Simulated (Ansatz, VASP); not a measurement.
## HfO2: VASP beside Ansatz

```
Hf O
1.0
     0.00000    2.50529    2.50529
     2.50529    0.00000    2.50529
     2.50529    2.50529    0.00000
Hf O
1 2
Direct
  0.00000 0.00000 0.00000
  0.25000 0.25000 0.25000
  0.75000 0.75000 0.75000
```

Change from the starting cell: volume scaled by 0.94.

Alike in both runs: task single point; functional LDA; k mesh 8 × 8 × 8; occupations fermi-dirac, width 0.01 eV; no spin polarisation.

|  | VASP | Ansatz |
| --- | --- | --- |
| version | VASP 6.6.1 | Ansatz 0.2.0 |
| potentials or method | VASP PAW LDA potentials, release 64 (Hf_pv, O), cutoff 520 eV | all-electron LAPW, scalar-relativistic |

```tsv
	VASP	Ansatz	Ansatz less VASP
gap on the k mesh at the Fermi level (eV)	3.69	3.64	-0.044
pressure (GPa)	-4.8	-1.4	+3.34
```

LDA's correlation is that of Perdew and Zunger in VASP and of Perdew and Wang (1992) in Ansatz. Ansatz ran all-electron here, and VASP with PAW potentials.

Neither program's run includes spin-orbit coupling.
